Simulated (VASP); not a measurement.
A run of VASP 6.6.1 is set up as follows.

INCAR

```
SYSTEM = Pd
PREC     = Accurate       ! precision mode
ENCUT    = 600            ! plane-wave cutoff, eV
EDIFF    = 1E-6           ! SCF threshold, eV
ISMEAR   = -1             ! smearing method
SIGMA    = 0.05           ! smearing width, eV
LREAL    = .FALSE.        ! projectors in reciprocal space
LASPH    = .TRUE.         ! aspherical terms in the spheres
NELM     = 80             ! most SCF steps
ALGO     = Normal         ! electronic algorithm
ISIF     = 8              ! what is computed and relaxed
LWAVE    = .FALSE.        ! write WAVECAR
LCHARG   = .FALSE.        ! write CHGCAR
IBRION   = 2              ! ionic algorithm
NSW      = 60             ! ionic steps
EDIFFG   = -0.02          ! ionic threshold
```

Contents of KPOINTS:

```
regular mesh
0
G
  9 9 5
  0 0 0
```

The input POSCAR:

```
Pd
1.0
    2.7836650500      0.0000000000      0.0000000000
   -1.3918325200      2.4107246500      0.0000000000
    0.0000000000      0.0000000000      4.6288930000
Pd
2
Direct
    0.6666666667      0.3333333333      0.7500000000
    0.3333333333      0.6666666667      0.2500000000
```

Potentials or basis: VASP PAW LDA potentials, release 64 (Pd).

The run is started by

```console
$ cat potpaw_LDA.64/Pd/POTCAR > POTCAR
$ mpirun -np 1 vasp_std > vasp.out
```

Task: Predict the relaxed volume.

Result: 14.24 Å³/atom.

Task: What does it give for the space group after relaxing (to 0.05 Å)?

Result: P6_3/mmc (No. 194).

Task: Predict the relaxed cell.

Result: a = 2.704 Å, b = 2.704 Å, c = 4.497 Å, α = 90.00°, β = 90.00°, γ = 120.00°.

Task: What does it give for the band gap on the k mesh?

Result: Zero (band 10 reaches 10.37 eV, above the bottom of band 11 at 9.65 eV).

Final structure:
```
Pd
1.0
     2.70429    0.00000    0.00000
    -1.35215    2.34198    0.00000
     0.00000    0.00000    4.49690
Pd
2
Direct
  0.66667 0.33333 0.75000
  0.33333 0.66667 0.25000
```
